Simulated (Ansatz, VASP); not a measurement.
## MgB: VASP beside Ansatz

```
CELL_PARAMETERS angstrom
4.72008 0.00000 0.00000
0.00000 4.72008 0.00000
0.00000 0.00000 4.72008
ATOMIC_POSITIONS crystal
Mg 0.15889 0.15889 0.15889
Mg 0.34111 0.84111 0.65889
Mg 0.65889 0.34111 0.84111
Mg 0.84111 0.65889 0.34111
B 0.84647 0.84647 0.84647
B 0.65353 0.15353 0.34647
B 0.34647 0.65353 0.15353
B 0.15353 0.34647 0.65353
```

Alike in both runs: task relaxation of cell and atoms; functional PBE; k mesh 8 × 8 × 8; occupations gaussian, width 0.1 eV; no spin polarisation.

|  | VASP | Ansatz |
| --- | --- | --- |
| version | VASP 6.6.1 | Ansatz 0.2.0 |
| potentials or method | VASP PAW PBE potentials, release 64 (Mg, B), cutoff 600 eV | scalar-relativistic, plane waves, PAW |
| valence electrons in the cell | 20 | 52 |

```csv
,VASP,Ansatz,Ansatz less VASP
"gap on the k mesh at the Fermi level, each at its own relaxed structure (eV)",none,none,-
relaxed volume (Å³/atom),13.12,13.14,+0.025
relaxed cell length with the largest relative difference (Å),4.717,4.720,+0.0031
```

A gap of «none» marks a metal or a gap that the smearing closes. VASP's potentials hold 20 valence electrons a cell and Ansatz's 52, so a difference there can come from the potentials and not from the codes.
